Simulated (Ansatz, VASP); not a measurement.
**Ta: VASP beside Ansatz**

```
Ta
1.0
    -1.67835    1.67835    1.67835
     1.67835   -1.67835    1.67835
     1.67835    1.67835   -1.67835
Ta
1
Cartesian
  0.0000 0.0000 0.0000
```

Alike in both runs: task single point; functional PBE; k mesh 12 × 12 × 12; occupations fermi-dirac, width 0.1 eV; no spin polarisation.

```csv
,VASP,Ansatz
version,VASP 6.6.1,Ansatz 0.2.0
potentials or method,"VASP PAW PBE potentials, release 64 (Ta_pv), cutoff 520 eV","plane waves, PAW"
valence electrons in the cell,11,13
```

```csv
,VASP,Ansatz,Ansatz less VASP
pressure (GPa),-5.9,-6.0,-0.05
```

VASP's potentials hold 11 valence electrons a cell and Ansatz's 13, so a difference there can come from the potentials and not from the codes.

Neither program's run includes spin-orbit coupling.
